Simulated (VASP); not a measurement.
# CdSe (Fm-3m) in VASP: a series of runs, part 2 of 2

VASP 6.6.1. The steps go on from the part before.

### 5 Single point, r2SCAN

File POSCAR:

```
CdSe
1.0
    0.0000000000      2.8739580000      2.8739580000
    2.8739580000      0.0000000000      2.8739580000
    2.8739580000      2.8739580000      0.0000000000
Cd Se
1 1
Direct
    0.0000000000      0.0000000000      0.0000000000
    0.5000000000      0.5000000000      0.5000000000
```

File INCAR.step1:

```
SYSTEM = CdSe
PREC     = Accurate       ! precision mode
ENCUT    = 520            ! plane-wave cutoff, eV
ISMEAR   = 0              ! smearing method
SIGMA    = 0.1            ! smearing width, eV
LREAL    = .FALSE.        ! projectors in reciprocal space
LASPH    = .TRUE.         ! aspherical terms in the spheres
NELM     = 60             ! most SCF steps
NELECT   = 17.5         
NBANDS   = 16             ! bands
GGA      = PE             ! functional
ALGO     = Normal         ! electronic algorithm
EDIFF    = 1E-4           ! SCF threshold, eV
LWAVE    = .TRUE.         ! write WAVECAR
LCHARG   = .FALSE.        ! write CHGCAR
```

File INCAR.step2:

```
SYSTEM = CdSe
PREC     = Accurate       ! precision mode
ENCUT    = 520            ! plane-wave cutoff, eV
EDIFF    = 1E-6           ! SCF threshold, eV
ISMEAR   = 0              ! smearing method
SIGMA    = 0.1            ! smearing width, eV
LREAL    = .FALSE.        ! projectors in reciprocal space
LASPH    = .TRUE.         ! aspherical terms in the spheres
NELM     = 60             ! most SCF steps
ALGO     = Normal         ! electronic algorithm
ISIF     = 2              ! what is computed and relaxed
LWAVE    = .FALSE.        ! write WAVECAR
LCHARG   = .TRUE.         ! write CHGCAR
METAGGA  = R2SCAN         ! meta-GGA
LMIXTAU  = .TRUE.       
LELF     = .TRUE.         ! ELF
LVHAR    = .TRUE.       
NELECT   = 17.5         
NBANDS   = 16             ! bands
ISTART   = 1
```

File KPOINTS:

```
regular mesh
0
G
  3 3 3
  0 0 0
```

Potentials or basis: VASP PAW PBE potentials, release 64 (Cd, Se).

On the command line:

```bash
cat potpaw_PBE.64/Cd/POTCAR potpaw_PBE.64/Se/POTCAR > POTCAR
cp INCAR.step1 INCAR
mpirun -np 1 vasp_std > vasp.out
cp INCAR.step2 INCAR
mpirun -np 1 vasp_std > vasp.out
```

OUTCAR:

```text
SYSTEM = CdSe
   PREC = Accurate
   ENCUT = 520
   EDIFF = 1E-6
   ISMEAR = 0
   LREAL = .FALSE.
   LASPH = .TRUE.
   NELM = 60
   ISIF = 2
   METAGGA = R2SCAN
   NELECT = 17.5
   ISTART = 1

 ion  position               nearest neighbor table
   1  0.000  0.000  0.000-   2 2.87   2 2.87   2 2.87   2 2.87   2 2.87   2 2.87
   2  0.500  0.500  0.500-   1 2.87   1 2.87   1 2.87   1 2.87   1 2.87   1 2.87

  LATTYP: Found a face centered cubic cell.
 ALAT       =     5.7479160000

  Lattice vectors:

 A1 = (   0.0000000000,   2.8739580000,   2.8739580000)
 A2 = (   2.8739580000,   0.0000000000,   2.8739580000)
 A3 = (   2.8739580000,   2.8739580000,   0.0000000000)

Analysis of symmetry for initial positions (statically):
=====================================================================
 Subroutine PRICEL returns:
 Original cell was already a primitive cell.

 Routine SETGRP: Setting up the symmetry group for a
 face centered cubic supercell.

 Subroutine GETGRP returns: Found 48 space group operations
[... 141 lines left out ...]
  free energy    TOTEN  =       -36.30180629 eV

  energy without entropy =      -36.26901598  energy(sigma->0) =      -36.28541113

 E-fermi :   1.7170     XC(G=0): -10.2905

 val. band max:        1.7030464544   @ k =   0.3333   0.0000   0.0000
 cond. band min:       2.8054764910   @ k =   0.0000   0.0000   0.0000
 fundamental gap:      1.1024300366
 Fermi energy:         1.7169818652

 k-point     1 :       0.0000    0.0000    0.0000
  band No.  band energies     occupation
      1     -11.3758      2.00000
      2      -6.1095      2.00000
      3      -6.1095      2.00000
      4      -6.0812      2.00000
      5      -6.0812      2.00000
      6      -6.0812      2.00000
[... 53 lines left out ...]
      3      -6.1440      2.00000
      4      -6.0295      2.00000
      5      -5.9456      2.00000
      6      -5.7619      2.00000
[... 8 lines left out ...]
     15      14.4731      0.00000
     16      17.2586      0.00000

------------------------ aborting loop because EDIFF is reached ----------------------------------------

  FORCE on cell =-STRESS in cart. coord.  units (eV):
  Direction    XX          YY          ZZ          XY          YZ          ZX
  --------------------------------------------------------------------------------------
  -------------------------------------------------------------------------------------
  Total       -4.3456973     -4.3456973     -4.3456973      0.0000000      0.0000000     -0.0000000
  in kB     -146.6556543   -146.6556543   -146.6556543      0.0000000      0.0000000     -0.0000000
  external PRESSURE =    -146.6556543 kB  Pullay stress =       0.0000000 kB

 VOLUME and BASIS-vectors are now :
 -----------------------------------------------------------------------------
  energy-cutoff  :      520.00
  volume of cell :       47.48
      direct lattice vectors                 reciprocal lattice vectors
     0.000000000  2.873958000  2.873958000    -0.173976098  0.173976098  0.173976098
     2.873958000  0.000000000  2.873958000     0.173976098 -0.173976098  0.173976098
     2.873958000  2.873958000  0.000000000     0.173976098  0.173976098 -0.173976098

 POSITION                                       TOTAL-FORCE (eV/Angst)
 -----------------------------------------------------------------------------------
      0.00000      0.00000      0.00000         0.000000     -0.000000      0.000000
      2.87396      2.87396      2.87396        -0.000000      0.000000     -0.000000
 -----------------------------------------------------------------------------------
    total drift:                               -0.000000      0.000000      0.000000

  FREE ENERGIE OF THE ION-ELECTRON SYSTEM (eV)
  ---------------------------------------------------
  free  energy   TOTEN  =       -36.3018062900 eV

  energy  without entropy=      -36.2690159787  energy(sigma->0) =      -36.28541113
```

Wall time 20 s (1 thread of Intel Xeon 6975P-C, shared host); peak memory 0.17 GiB.

What came out:

| Item | Value |
| --- | --- |
| Free energy | -36.3018 eV |

Caveat: the k points lie up to 0.63 Å⁻¹ apart; the cell carries a net charge on a neutralising background, which shifts energy and pressure; the cell is charged against a uniform background, so pressure and absolute levels hang on convention; the PAW data sets were made with another functional, which shifts forces and pressure a little.

### 6 Single point, PBE+U

File INCAR:

```
SYSTEM = CdSe
PREC = Accurate
ENCUT = 520
EDIFF = 1E-6
ISMEAR = 0
SIGMA = 0.1
LREAL = .FALSE.
LASPH = .TRUE.
NELM = 150
ALGO = Normal
ISIF = 2
LWAVE = .FALSE.
LCHARG = .FALSE.
LDAU = .TRUE.
LDAUTYPE = 2
LDAUL = 2 -1
LDAUU = 3.2 0
LDAUJ = 0 0
LDAUPRINT = 1
GGA = PE
NBANDS = 16
ISYM = 0
```

File KPOINTS:

```
Automatic mesh
0
Gamma
  4 2 1
  0.25 0.25 0.25
```

POSCAR is that of step 5.

Potentials or basis: VASP PAW PBE potentials, release 64 (Cd, Se).

On the command line:

```bash
cat potpaw_PBE.64/Cd/POTCAR potpaw_PBE.64/Se/POTCAR > POTCAR
mpirun -np 1 vasp_std > vasp.out
```

Wall time 6.7 s (1 thread of Intel Xeon 6975P-C, shared host); peak memory 0.16 GiB.

It converged, with:

| Property | Result |
| --- | --- |
| Free energy | -5.0373 eV |
| Pressure | -2.0 GPa |
| Band gap on the k mesh | 2.20 eV, indirect (least direct gap 3.12 eV) |

Levels at points of the mesh, in eV from the valence-band top:
| k point | band 6 | band 7 | band 8 | band 9 | band 10 | band 11 | band 12 | band 13 |
| --- | --- | --- | --- | --- | --- | --- | --- | --- |
| (0.06, 0.12, 0.25) | -8.72 | -2.46 | -0.58 | 0.00 | 3.12 | 6.52 | 7.32 | 7.93 |

Eigenvalues of the final occupation matrices:
```tsv
site	spin	trace	eigenvalues
site 1 d	1	4.87	0.97 0.97 0.97 0.98 0.98
site 1 d	2	4.87	0.97 0.97 0.97 0.98 0.98
```

Caveat: the k points lie up to 1.89 Å⁻¹ apart. A k mesh can miss the band edges.

### 7 The runs side by side

| level | U | k mesh | smearing | gap on the mesh (eV) | pressure (GPa) |
| --- | --- | --- | --- | --- | --- |
| PBE | - | 4 × 4 × 4 | methfessel-paxton 0.17 eV | none | 0.3 |
| PBE+D4 | - | 4 × 4 × 4 | tetrahedron | none | -2.1 |
| PBE | - | 4 × 4 × 4 | fermi-dirac 0.018 eV | none | 0.3 |
| PBE+U | Cd d U = 3.2 eV | 4 × 2 × 1, shifted | gaussian 0.1 eV | 2.20 | -2.0 |

Alike in all rows: task single point; potentials or basis VASP PAW PBE potentials, release 64 (Cd, Se); no spin polarisation; cell as given; cutoff (eV) 520.

Caveats: all runs use coarse meshes; pairwise dispersion overbinds metals, which lowers pressure and volume (some runs).

Absolute energies hang on the potentials; compare differences alone.
